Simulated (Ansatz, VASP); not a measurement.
**Te2Mo in VASP and in Ansatz**

The input INCAR:

```
PREC     = Accurate       # precision mode
ENCUT    = 520            # plane-wave cutoff, eV
EDIFF    = 1E-7           # SCF threshold, eV
ISMEAR   = -1             # smearing method
SIGMA    = 0.05           # smearing width, eV
LREAL    = False          # projectors in reciprocal space
LASPH    = True           # aspherical terms in the spheres
NELM     = 80             # most SCF steps
ALGO     = Normal         # electronic algorithm
ISIF     = 2              # what is computed and relaxed
LWAVE    = False          # write WAVECAR
LCHARG   = True           # write CHGCAR
GGA      = CA             # functional
LELF     = True           # ELF
LVHAR    = True         
NBANDS   = 20             # bands
```

KPOINTS

```
Automatic mesh
0
Gamma
  9 9 2
```

Contents of POSCAR:

```
Te2Mo
1.0
    3.6070833553      0.0000000000      0.0000000000
   -1.8035416776      3.1238258192      0.0000000000
    0.0000000000      0.0000000000     17.7546639734
Te Mo
2 1
Direct
    0.3333333333      0.6666666667      0.1021445500
    0.3333333333      0.6666666667      0.8978554500
    0.0000000000      0.0000000000      0.0000000000
```

Contents of input.yaml:

```yaml
crystal:
  lattice:
    - [3.6070833553, 0.0, 0.0]
    - [-1.8035416776, 3.1238258192, 0.0]
    - [0.0, 0.0, 17.7546639734]
  atoms:
    - { symbol: Te, position: [0.3333333333, 0.6666666667, 0.10214455] }
    - { symbol: Te, position: [0.3333333333, 0.6666666667, 0.89785545] }
    - { symbol: Mo, position: [0.0, 0.0, 0.0] }
kpoints:
  mp_grid: { grid: [9, 9, 2] }
scf:
  occupations: { method: fermi_dirac, width: 0.05 }
hamiltonian:
  xc: lda
  pseudopotentials: { kind: all_electron, lapw: { basis_error: 0.002 } }
output:
  forces: true
  stress: true
  eigenvalues: true
```

Change from the starting cell: volume scaled by 1.04.

Alike in both runs: task single point; functional LDA; k mesh 9 × 9 × 2; occupations fermi-dirac, width 0.05 eV; no spin polarisation.

```csv
,VASP,Ansatz
version,VASP 6.6.1,Ansatz 0.2.0
potentials or method,"VASP PAW LDA potentials, release 64 (Te, Mo_sv), cutoff 520 eV","all-electron LAPW, scalar-relativistic"
```

```tsv
	VASP	Ansatz	Ansatz less VASP
gap on the k mesh at the Fermi level (eV)	0.98	0.98	0.000
least direct gap on the mesh (eV)	0.98	0.98	0.000
rms of the force components (eV/Å)	0.414	0.434	+0.0200
```

LDA's correlation is that of Perdew and Zunger in VASP and of Perdew and Wang (1992) in Ansatz. Atom by atom the forces differ by 0.020 eV/Å (rms over components). Ansatz ran all-electron here, and VASP with PAW potentials.

Spin-orbit coupling is off throughout.
